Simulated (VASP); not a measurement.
# TiAl (P4/mmm) in VASP: further runs

The runs below take TiAl through single point, with PBE.

All numbers are computed with VASP 6.6.1; they aren't measurements. Logs are shortened: lines on timing, memory, paths and dates and some standing lists are left out, and cuts for length are marked.

### Step 1. The cell of the first run

The structure is tetragonal, space group P4/mmm (No. 123). Conventional cell: a = 2.811 Å, b = 2.811 Å, c = 4.066 Å, α = 90.00°, β = 90.00°, γ = 90.00°. Within 3.7 Å of Ti (site symmetry 4/mmm) lie 4 Ti at 2.81 Å and 8 Al at 2.84 Å. Within 3.7 Å of Al (site symmetry 4/mmm) lie 4 Al at 2.81 Å and 8 Ti at 2.84 Å.

### Step 2. Single point, PBE

INCAR reads:

```
SYSTEM = TiAl
  PREC = Accurate
  ENCUT = 520
  EDIFF = 1E-7
  ISMEAR = 0
  SIGMA = 0.1
  LREAL = .FALSE.
  LASPH = .TRUE.
  NELM = 60
  ALGO = Fast
  ISIF = 2
  LWAVE = .FALSE.
  LCHARG = .TRUE.
  GGA = PE
  LELF = .TRUE.
  LVHAR = .TRUE.
  NBANDS = 14
```

KPOINTS reads:

```
regular mesh
0
G
  6 6 4
  0 0 0
```

POSCAR reads:

```
TiAl
1.0
    2.8107518100      0.0000000000      0.0000000000
    0.0000000000      2.8107518100      0.0000000000
    0.0000000000      0.0000000000      4.0664219200
Ti Al
1 1
Direct
    0.5000000000      0.5000000000      0.5000000000
    0.0000000000      0.0000000000      0.0000000000
```

Potentials or basis: VASP PAW PBE potentials, release 64 (Ti_sv, Al).

Started as:

```bash
cat potpaw_PBE.64/Ti_sv/POTCAR potpaw_PBE.64/Al/POTCAR > POTCAR
mpirun -np 1 vasp_std > vasp.out
```

OUTCAR:

```text
SYSTEM = TiAl
   PREC = Accurate
   ENCUT = 520
   EDIFF = 1E-7
   ISMEAR = 0
   LREAL = .FALSE.
   LASPH = .TRUE.
   NELM = 60
   ISIF = 2
   GGA = PE

 ion  position               nearest neighbor table
   1  0.500  0.500  0.500-   2 2.84   2 2.84   2 2.84   2 2.84   2 2.84   2 2.84   2 2.84   2 2.84

   2  0.000  0.000  0.000-   1 2.84   1 2.84   1 2.84   1 2.84   1 2.84   1 2.84   1 2.84   1 2.84

  LATTYP: Found a simple tetragonal cell.
 ALAT       =     2.8107518100
 C/A-ratio  =     1.4467381665

  Lattice vectors:

 A1 = (   2.8107518100,   0.0000000000,   0.0000000000)
 A2 = (   0.0000000000,   2.8107518100,   0.0000000000)
 A3 = (   0.0000000000,   0.0000000000,   4.0664219200)

Analysis of symmetry for initial positions (statically):
=====================================================================
 Subroutine PRICEL returns:
 Original cell was already a primitive cell.

 Routine SETGRP: Setting up the symmetry group for a
 simple tetragonal supercell.

 Subroutine GETGRP returns: Found 16 space group operations
 (whereof 16 operations were pure point group operations)
 out of a pool of 16 trial point group operations.

The static configuration has the point symmetry D_4h.

Analysis of symmetry for dynamics (positions and initial velocities):
=====================================================================
 Subroutine PRICEL returns:
 Original cell was already a primitive cell.

 Routine SETGRP: Setting up the symmetry group for a
 simple tetragonal supercell.

 Subroutine GETGRP returns: Found 16 space group operations
 (whereof 16 operations were pure point group operations)
 out of a pool of 16 trial point group operations.

The dynamic configuration has the point symmetry D_4h.

 Subroutine INISYM returns: Found 16 space group operations
 (whereof 16 operations are pure point group operations),
 and found     1 'primitive' translations

----------------------------------------------------------------------------------------

                                     Primitive cell

  volume of cell :      32.1261

  direct lattice vectors                    reciprocal lattice vectors
     2.810751810  0.000000000  0.000000000     0.355776699  0.000000000  0.000000000
     0.000000000  2.810751810  0.000000000     0.000000000  0.355776699  0.000000000
     0.000000000  0.000000000  4.066421920     0.000000000  0.000000000  0.245916439

  length of vectors
     2.810751810  2.810751810  4.066421920     0.355776699  0.355776699  0.245916439

  position of ions in fractional coordinates (direct lattice)
     0.500000000  0.500000000  0.500000000
     0.000000000  0.000000000  0.000000000

  ion indices of the primitive-cell ions
   primitive index   ion index
                 1           1
                 2           2

----------------------------------------------------------------------------------------

 KPOINTS: regular mesh

Automatic generation of k-mesh.
 Grid dimensions read from file:
 generate k-points for:    6    6    4

 Generating k-lattice:

  Cartesian coordinates                     Fractional coordinates (reciprocal lattice)
     0.059296116  0.000000000  0.000000000     0.166666667  0.000000000  0.000000000
     0.000000000  0.059296116  0.000000000     0.000000000  0.166666667  0.000000000
     0.000000000  0.000000000  0.061479110     0.000000000  0.000000000  0.250000000

  Length of vectors
     0.059296116  0.059296116  0.061479110

  Shift w.r.t. Gamma in fractional coordinates (k-lattice)
     0.000000000  0.000000000  0.000000000

 Subroutine IBZKPT returns following result:
 ===========================================

 Found     30 irreducible k-points:

 Following reciprocal coordinates:
            Coordinates               Weight
  0.000000  0.000000  0.000000      1.000000
  0.166667  0.000000  0.000000      4.000000
  0.333333  0.000000  0.000000      4.000000
  0.500000  0.000000  0.000000      2.000000
  0.166667  0.166667  0.000000      4.000000
  0.333333  0.166667  0.000000      8.000000
[... 16 lines left out ...]
  0.333333  0.000000  0.500000      4.000000
  0.500000  0.000000  0.500000      2.000000
 [... further k-points ...]
   k-points           NKPTS =     30   k-points in BZ     NKDIM =     30   number of bands    NBANDS=     14
   number of dos      NEDOS =    301   number of ions     NIONS =      2
   total plane-waves  NPLWV =  17280
   dimension x,y,z NGX =    24 NGY =   24 NGZ =   30
   dimension x,y,z NGXF=    48 NGYF=   48 NGZF=   60
   ions per type =               1   1
   NGX,Y,Z   is equivalent  to a cutoff of  14.20, 14.20, 12.26 a.u.
   NGXF,Y,Z  is equivalent  to a cutoff of  28.39, 28.39, 24.53 a.u.
 SYSTEM =  TiAl
   PREC   = accura    normal or accurate (medium, high low for compatibility)
   ISTART =      0    job   : 0-new  1-cont  2-samecut
   ICHARG =      2    charge: 1-file 2-atom 10-const
   ISPIN  =      1    spin polarized calculation?
   LNONCOLLINEAR =      F non collinear calculations
   LSORBIT =      F    spin-orbit coupling
   LASPH  =      T    aspherical Exc in radial PAW
   ENCUT  =  520.0 eV  38.22 Ry    6.18 a.u.   5.23  5.23  7.56*2*pi/ulx,y,z
   NELM   =     60;   NELMIN=  2; NELMDL= -5     # of ELM steps
   EDIFF  = 0.1E-06   stopping-criterion for ELM
   LREAL  =      F    real-space projection
   EDIFFG = 0.1E-05   stopping-criterion for IOM
   NSW    =      0    number of steps for IOM
   IBRION =     -1    ionic relax: 0-MD 1-quasi-New 2-CG
   NFREE  =      0    steps in history (QN), initial steepest desc. (CG)
   ISIF   =      2    stress and relaxation
   ISYM   =      2    0-nonsym 1-usesym 2-fastsym
   POTIM  = 0.5000    time-step for ionic-motion
   TEBEG  =    0.0;   TEEND  =   0.0 temperature during run
   PSTRESS=    0.0 pullay stress
   NELECT =      15.0000    total number of electrons
   NUPDOWN=      -1.0000    fix difference up-down
   EMIN   =  10.00;   EMAX   =-10.00  energy-range for DOS
   EFERMI =   0.00;   METHOD = LEGACY
   ISMEAR =     0;   SIGMA  =   0.10  broadening in eV -4-tet -1-fermi 0-gaus
   EFERMI_NEDOS =   21; number of points for ismear=-14 and -15
   IALGO  =     68    algorithm
   IMIX   =      4    mixing-type and parameters
     AMIX     =   0.40;   BMIX     =  1.00
     AMIX_MAG =   1.60;   BMIX_MAG =  1.00
  volume/ion in A,a.u.               =      16.06       108.40
  Fermi-wavevector in a.u.,A,eV,Ry     =   1.270046  2.400039 21.946425  1.613017
  Thomas-Fermi vector in A             =   2.403054
   LORBIT       =      0    0 simple, 1 ext, 2 COOP (PROOUT), +10 PAW based schemes
   GGA     = PE    functional components
   LHFCALC =     F    Hartree Fock is set to
   AEXX    =    0.0000 exact exchange contribution
   IVDW    =     0    specifies the selected vdW correction
   LEPSILON=     F    determine dielectric tensor
   LRPA    =     F    only Hartree local field effects (RPA)
 non-spin polarized calculation
 RMM-DIIS sequential band-by-band and
 Gauss-broadening in eV      SIGMA  =   0.10
  energy-cutoff  :      520.00
  volume of cell :       32.13
 maximum number of plane-waves:       888
 NGX is ok and might be reduce to    24
   NGX = 11   NGY = 11   NGZ = 15

 number of electron      14.9999999 magnetization

 Free energy of the ion-electron system (eV)
  ---------------------------------------------------
  ext. energy  EPLUGINS =         0.00000000
  ---------------------------------------------------
  free energy    TOTEN  =       -12.39603048 eV

  energy without entropy =      -12.38946532  energy(sigma->0) =      -12.39274790

 E-fermi :   8.4431     XC(G=0): -11.0809

 val. band max:        8.3965401943   @ k =   0.1667   0.0000   0.2500
 cond. band min:       8.5027448521   @ k =   0.1667   0.1667   0.2500
 fundamental gap:      0.1062046577
 Fermi energy:         8.4430672024

 k-point     1 :       0.0000    0.0000    0.0000
  band No.  band energies     occupation
      1     -48.2569      2.00000
      2     -24.6575      2.00000
      3     -24.1947      2.00000
      4     -24.1947      2.00000
      5      -0.6497      2.00000
      6       6.4944      2.00000
      7       7.5230      2.00000
      8       8.0339      2.00000
      9      10.5544      0.00000
     10      10.5544      0.00000
     11      11.7139      0.00000
     12      14.5858      0.00000
     13      16.9254      0.00000
     14      16.9254      0.00000

 k-point     2 :       0.1667    0.0000    0.0000
  band No.  band energies     occupation
      1     -48.2418      2.00000
      2     -24.6425      2.00000
      3     -24.3208      2.00000
      4     -24.1839      2.00000
      5      -0.1023      2.00000
      6       6.9051      2.00000
      7       7.6147      2.00000
      8       7.6718      2.00000
      9      10.6410      0.00000
     10      11.1137      0.00000
     11      11.2420      0.00000
     12      13.3481      0.00000
     13      14.6017      0.00000
     14      17.5903      0.00000

 k-point     3 :       0.3333    0.0000    0.0000
  band No.  band energies     occupation
      1     -48.2113      2.00000
      2     -24.6125      2.00000
      3     -24.5674      2.00000
      4     -24.1621      2.00000
      5       1.4685      2.00000
      6       6.5931      2.00000
      7       6.9516      2.00000
      8       7.7425      2.00000
      9      10.4696      0.00000
     10      10.8203      0.00000
     11      11.8640      0.00000
     12      12.4073      0.00000
     13      14.3663      0.00000
     14      18.2976      0.00000

 k-point     4 :       0.5000    0.0000    0.0000
  band No.  band energies     occupation
      1     -48.1959      2.00000
      2     -24.6881      2.00000
      3     -24.5974      2.00000
      4     -24.1512      2.00000
      5       3.8786      2.00000
      6       3.8819      2.00000
      7       6.6657      2.00000
      8       8.1176      2.00000
      9      10.1375      0.00000
     10      10.9133      0.00000
     11      13.0974      0.00000
     12      13.5235      0.00000
     13      13.7512      0.00000
     14      16.4447      0.00000

 k-point     5 :       0.1667    0.1667    0.0000
  band No.  band energies     occupation
      1     -48.2267      2.00000
      2     -24.6279      2.00000
      3     -24.3140      2.00000
      4     -24.3024      2.00000
      5       0.4314      2.00000
      6       7.2419      2.00000
      7       7.5434      2.00000
      8       7.9272      2.00000
      9       9.8842      0.00000
     10      10.6687      0.00000
     11      12.2084      0.00000
[... 276 lines left out ...]
 k-point    22 :       0.1667    0.0000    0.5000
  band No.  band energies     occupation
      1     -48.2412      2.00000
      2     -24.6586      2.00000
      3     -24.3197      2.00000
      4     -24.1833      2.00000
      5       1.2314      2.00000
      6       3.7132      2.00000
      7       7.9546      2.00000
      8       9.1840      0.00000
      9       9.2031      0.00000
     10      10.3271      0.00000
     11      11.2791      0.00000
     12      14.7843      0.00000
     13      18.1424      0.00000
     14      18.2684      0.00000

 k-point    23 :       0.3333    0.0000    0.5000
  band No.  band energies     occupation
      1     -48.2108      2.00000
      2     -24.6261      2.00000
      3     -24.5652      2.00000
      4     -24.1615      2.00000
      5       2.3608      2.00000
      6       5.2945      2.00000
      7       7.0470      2.00000
      8       8.2170      1.99861
      9       9.6399      0.00000
     10      10.5191      0.00000
     11      10.5685      0.00000
     12      12.9023      0.00000
     13      15.1034      0.00000
     14      19.5953      0.00000

 k-point    24 :       0.5000    0.0000    0.5000
  band No.  band energies     occupation
      1     -48.1955      2.00000
      2     -24.6854      2.00000
      3     -24.6098      2.00000
      4     -24.1506      2.00000
      5       3.4943      2.00000
      6       5.4856      2.00000
      7       7.1869      2.00000
      8       7.2754      2.00000
      9       9.7470      0.00000
     10      10.1866      0.00000
     11      10.6955      0.00000
     12      12.2108      0.00000
     13      14.1191      0.00000
     14      20.8839      0.00000

 [... further k-points ...]
[... 5 lines left out ...]
  --------------------------------------------------------------------------------------
  -------------------------------------------------------------------------------------
  Total        0.2880896      0.2880896      0.2135165      0.0000000      0.0000000      0.0000000
  in kB       14.3674865     14.3674865     10.6484041      0.0000000      0.0000000      0.0000000
  external PRESSURE =      13.1277923 kB  Pullay stress =       0.0000000 kB

 VOLUME and BASIS-vectors are now :
 -----------------------------------------------------------------------------
  energy-cutoff  :      520.00
  volume of cell :       32.13
      direct lattice vectors                 reciprocal lattice vectors
     2.810751810  0.000000000  0.000000000     0.355776699  0.000000000  0.000000000
     0.000000000  2.810751810  0.000000000     0.000000000  0.355776699  0.000000000
     0.000000000  0.000000000  4.066421920     0.000000000  0.000000000  0.245916439

 POSITION                                       TOTAL-FORCE (eV/Angst)
 -----------------------------------------------------------------------------------
      1.40538      1.40538      2.03321         0.000000      0.000000      0.000000
      0.00000      0.00000      0.00000         0.000000      0.000000      0.000000
 -----------------------------------------------------------------------------------
    total drift:                                0.000000      0.000000     -0.000000

  FREE ENERGIE OF THE ION-ELECTRON SYSTEM (eV)
  ---------------------------------------------------
  free  energy   TOTEN  =       -12.3960304836 eV

  energy  without entropy=      -12.3894653229  energy(sigma->0) =      -12.39274790
```

Run time: 17 s. Hardware: 1 thread of Intel Xeon Platinum 8559C (Emerald Rapids), shared host; peak memory 0.14 GiB.

What came out:

```yaml
Free_energy: -12.3960 eV
Pressure: 1.3 GPa
```

Levels at points of the mesh, in eV from the Fermi level:
```tsv
k point	band 4	band 5	band 6	band 7	band 8	band 9	band 10	band 11	band 12	band 13
(0.00, 0.00, 0.00)	-32.64	-9.09	-1.95	-0.92	-0.41	2.11	2.11	3.27	6.14	8.48
(0.50, 0.00, 0.00)	-32.59	-4.56	-4.56	-1.78	-0.33	1.69	2.47	4.65	5.08	5.31
(0.50, 0.50, 0.00)	-32.98	-3.24	-0.45	-0.45	-0.43	-0.28	-0.28	4.18	5.01	6.01
(0.00, 0.00, 0.50)	-32.64	-7.61	-5.33	-0.76	0.55	1.77	1.77	3.28	7.97	9.34
(0.50, 0.00, 0.50)	-32.59	-4.95	-2.96	-1.26	-1.17	1.30	1.74	2.25	3.77	5.68
(0.50, 0.50, 0.50)	-33.00	-2.59	-2.30	-2.30	1.83	2.07	2.72	4.20	4.20	5.00
```

Caveat: the k points lie up to 0.39 Å⁻¹ apart.

(Part 1 of 2 ends here.)
